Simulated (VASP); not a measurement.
Ag:

```
Ag
1.0
     0.00000    2.04275    2.04275
     2.04275    0.00000    2.04275
     2.04275    2.04275    0.00000
Ag
1
Direct
  0.00000 0.00000 0.00000
```

- Program: VASP 6.6.1
- Task: relaxation of cell and atoms
- Functional: LDA
- Potentials or basis: VASP PAW LDA potentials, release 64 (Ag)
- Cutoff: 500 eV
- k mesh: 9 × 9 × 9
- Occupations: methfessel-paxton, width 0.1 eV
- Spin: no spin polarisation

At the start: pressure -7.3 GPa; volume 17.05 Å³/atom.

Task: How do energy, volume and symmetry change on relaxing?

Result: Over 3 steps the energy falls by 25.3 meV/atom and the volume is 16.02 Å³/atom (-6.0 %); space group Fm-3m (No. 225, to 0.1 Å) before and after.

The path:
```tsv
step	energy change (eV)	largest force (eV/Å)	pressure (GPa)	volume (Å³)
1	0.0000	0.0000	-7.30	17.05
2	-0.0053	0.0000	8.37	15.20
3	-0.0253	0.0000	-0.07	16.02
```

Final structure:
```
Ag
1.0
     0.00000    2.00084    2.00084
     2.00084    0.00000    2.00084
     2.00084    2.00084    0.00000
Ag
1
Direct
  0.00000 0.00000 0.00000
```
